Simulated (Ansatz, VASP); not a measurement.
# MnO: VASP beside Ansatz

INCAR

```
  PREC = Accurate
  ENCUT = 600
  EDIFF = 1E-6
  ISMEAR = -1
  SIGMA = 0.05
  LREAL = False
  LASPH = True
  NELM = 150
  ALGO = Normal
  ISIF = 3
  LWAVE = False
  LCHARG = False
  ISPIN = 2
  MAGMOM = 4 0
  LORBIT = 11
  LMAXMIX = 4
  GGA = B5
  ALDAX = 1.0
  AGGAX = 1.0
  AGGAC = 1.0
  ALDAC = 0.0
  IBRION = 2
  NSW = 60
  EDIFFG = -0.01
```

File KPOINTS:

```
Automatic mesh
0
Gamma
  10 10 10
```

The input POSCAR:

```
MnO
1.0
    0.0000000000      2.2239077028      2.2239077028
    2.2239077028      0.0000000000      2.2239077028
    2.2239077028      2.2239077028      0.0000000000
Mn O
1 1
Direct
    0.0000000000      0.0000000000      0.0000000000
    0.5000000000      0.5000000000      0.5000000000
```

The input input.yaml:

```yaml
crystal:
  lattice:
    - [0.0, 2.2239077028, 2.2239077028]
    - [2.2239077028, 0.0, 2.2239077028]
    - [2.2239077028, 2.2239077028, 0.0]
  atoms:
    - { symbol: Mn, position: [0.0, 0.0, 0.0], spin: 4.0 }
    - { symbol: O, position: [0.5, 0.5, 0.5] }
hamiltonian:
  xc: blyp
  pseudopotentials: { kind: paw }
magnetization:
  spin_polarized: true
kpoints:
  mp_grid: { grid: [10, 10, 10] }
scf:
  occupations: { method: fermi_dirac, width: 0.05 }
output:
  forces: true
  stress: true
  write_density: true
  write_potential: true
  elf: true
  volumetric_format: npy
relax:
  f_tol: 0.01
  max_steps: 40
  cell: { stress_tol: 0.05 }
```

Alike in both runs: task relaxation of cell and atoms; functional BLYP; k mesh 10 × 10 × 10; occupations fermi-dirac, width 0.05 eV; collinear spin.

|  | VASP | Ansatz |
| --- | --- | --- |
| version | VASP 6.6.1 | Ansatz 0.2.0 |
| potentials or method | VASP PAW PBE potentials, release 64 (Mn_pv, O) | Ansatz PAW |
| plane-wave cutoff (eV) | 600 | 420 |
| valence electrons in the cell | 19 | 21 |

Ansatz gave:

* gap on the k mesh at the Fermi level, each at its own relaxed structure (eV): none
* net moment per atom (μB): 2.40
* size of the moment on the site where the two differ most (μB): 4.09
* relaxed volume (Å³/atom): 11.39
* relaxed cell length with the largest relative difference (Å): 3.182

**Question.** Which values does VASP return?

**Answer.** gap on the k mesh at the Fermi level, each at its own relaxed structure (eV): none; net moment per atom (μB): 2.40; size of the moment on the site where the two differ most (μB): 4.34; relaxed volume (Å³/atom): 11.39; relaxed cell length with the largest relative difference (Å): 3.182.

VASP's potentials were made for PBE, not for BLYP. Site moments also hang on the region over which each program counts them. A gap of «none» marks a metal or a gap that the smearing closes. VASP's potentials hold 19 valence electrons a cell and Ansatz's 21, so a difference there can come from the potentials and not from the codes.

Noted on Ansatz's run: the plane-wave basis is chosen anew once the cell has moved, so the energies of steps on either side of that aren't comparable.
